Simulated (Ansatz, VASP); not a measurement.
# Two plane-wave programs on Si4Ge

```
CELL_PARAMETERS angstrom
2.53846 -4.04135 0.00000
2.53846 4.04135 0.00000
0.00000 0.00000 4.74181
ATOMIC_POSITIONS crystal
Si 0.50000 0.50000 0.00000
Si 0.00000 0.50000 0.50000
Si 0.50000 0.00000 0.50000
Si 0.50000 0.50000 0.50000
Ge 0.00000 0.00000 0.00000
```

Alike in both runs: functional PBE; k mesh 4 × 4 × 4; occupations gaussian, width 0.2 eV; no spin polarisation.

Ansatz relaxed the structure, and its values are those at the end. VASP's run is a single point on that final structure, the one shown.

|  | VASP | Ansatz |
| --- | --- | --- |
| version | VASP 6.6.1 | Ansatz 0.2.0 |
| potentials or method | VASP PAW PBE potentials, release 64 (Si, Ge_d), cutoff 500 eV | scalar-relativistic, plane waves, PAW |
| valence electrons in the cell | 30 | 30 |

|  | VASP | Ansatz | Ansatz less VASP |
| --- | --- | --- | --- |
| gap on the k mesh at the Fermi level (eV) | none | none | - |
| pressure (GPa) | 0.1 | 0.2 | +0.10 |

A gap of «none» marks a metal or a gap that the smearing closes.

The k mesh is coarse, so the values compare programs but aren't converged.
